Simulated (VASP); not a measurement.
Here is a VASP 6.6.1 calculation.

File POSCAR:

```
InP3
1.0
    3.7414989631      2.1601554335      3.2344818702
   -3.7414989631      2.1601554335      3.2344818702
    0.0000000000     -4.3203108670      3.2344818702
In P
2 6
Direct
    0.2702520051      0.2702520051      0.2702520051
    0.7297479949      0.7297479949      0.7297479949
    0.7982893833      0.2446976833      0.7982893833
    0.7982893833      0.7982893833      0.2446976833
    0.2446976833      0.7982893833      0.7982893833
    0.2017106167      0.7553023167      0.2017106167
    0.7553023167      0.2017106167      0.2017106167
    0.2017106167      0.2017106167      0.7553023167
```

The input INCAR.step1:

```
SYSTEM = InP3
ALGO = Normal ; EDIFF = 1E-5
ENCUT = 550 ; GGA = PE
GGA_COMPAT = .False. ; ISMEAR = 0
LASPH = .True. ; LCHARG = .False.
LREAL = .False. ; LWAVE = .True.
NBANDS = 38 ; NELM = 120
PREC = Accurate ; SIGMA = 0.15
```

INCAR.step2

```
SYSTEM = InP3
ALGO = Normal ; EDIFF = 1E-6
ENCUT = 550 ; GGA_COMPAT = .False.
ISIF = 2 ; ISMEAR = 0
ISTART = 1 ; LASPH = .True.
LCHARG = .False. ; LMIXTAU = .True.
LREAL = .False. ; LWAVE = .False.
METAGGA = R2SCAN ; NBANDS = 38
NELM = 120 ; PREC = Accurate
SIGMA = 0.15
```

The input KPOINTS:

```
k-points
0
Gamma
  6 6 6
  0 0 0
```

Potentials or basis: VASP PAW PBE potentials, release 64 (In_d, P).

The run is started by

```console
$ cat potpaw_PBE.64/In_d/POTCAR potpaw_PBE.64/P/POTCAR > POTCAR
$ cp INCAR.step1 INCAR
$ mpirun -np 1 vasp_std > vasp.out
$ cp INCAR.step2 INCAR
$ mpirun -np 1 vasp_std > vasp.out
```

(1) What does it give for the largest force?

(2) What does it give for the pressure?

(3) Estimate the band gap on the k mesh.

## Answers

(1) 0.264 eV/Å.

(2) 2.4 GPa.

(3) zero (bands 28 and 29 overlap by 0.27 eV).

Caveat: the cell differs from its parent crystal (strain +0.000 along x and y, -0.040 along z); semilocal functionals underestimate gaps, so a narrow gap can read as zero; the PAW data sets were made with another functional, which shifts forces and pressure a little; spin-orbit coupling is left out, which moves the levels of the heavy elements.
